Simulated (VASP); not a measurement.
Runs of VASP 6.6.1 on Al2O3. The structure is that of space group P-3m1 (No. 164), or close to it. The cells are those of the table. 

```csv
spin,cell,gap on the mesh (eV),largest force (eV/Å)
off,"a = 2.888, b = 2.888, c = 30.089 Å, angles 90.0, 90.0, 120.0°, 5 atoms",5.07,(a)
"collinear, ferromagnetic start","a = 4.223, b = 4.223, c = 16.000 Å, angles 90.0, 90.0, 120.0°, 5 atoms",none,2.82
off,"a = 3.136, b = 3.136, c = 27.488 Å, angles 90.0, 90.0, 120.0°, 5 atoms",3.77,2.01
off,"a = 4.223, b = 4.223, c = 16.000 Å, angles 90.0, 90.0, 120.0°, 5 atoms",none,2.82
```

Alike in all rows: task single point; level PBE; potentials or basis VASP PAW PBE potentials, release 64 (Al, O); k mesh 6 × 6 × 1; cutoff (eV) 520; smearing gaussian 0.1 eV.

Q: Estimate the missing entries.

A: (a) 0.05.

A k mesh can miss the band edges.

A gap of «none» marks levels without a gap at the run's occupations.
